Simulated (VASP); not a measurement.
A run of VASP 6.6.1 is set up as follows.

INCAR

```
SYSTEM = ZnS3
PREC = Accurate
ENCUT = 520
EDIFF = 1E-6
ISMEAR = 0
SIGMA = 0.1
LREAL = .False.
LASPH = .True.
NELM = 80
ALGO = Normal
ISIF = 2
LWAVE = .False.
LCHARG = .False.
GGA = PE
NBANDS = 23
```

File KPOINTS:

```
regular mesh
0
Gamma
  4 4 6
  0 0 0
```

POSCAR

```
ZnS3
1.0
    4.8535660495      0.0000000000      0.0000000000
    0.0000000000      4.8535660495      0.0000000000
    0.0000000000      0.0000000000      2.7669223898
Zn S
1 3
Direct
    0.0000000000      0.0000000000      0.0000000000
    0.5000000000      0.5000000000      0.0000000000
    0.0000000000      0.5000000000      0.5000000000
    0.5000000000      0.0000000000      0.5000000000
```

Potentials or basis: VASP PAW PBE potentials, release 64 (Zn, S).

Run with:

```bash
$ cat potpaw_PBE.64/Zn/POTCAR potpaw_PBE.64/S/POTCAR > POTCAR
$ mpirun -np 1 vasp_std > vasp.out
```

Task: Predict the pressure.

Result: 0.0 GPa.

Task: Estimate the band gap on the k mesh.

Result: Zero (bands 15 and 16 overlap by 3.03 eV).

Stress tensor (GPa, compression positive):
```
-0.06  0.00  0.00
 0.00 -0.06  0.00
 0.00  0.00  0.15
```

Caveat: the k points lie up to 0.38 Å⁻¹ apart, too coarse for converged energies and pressures of a metal.
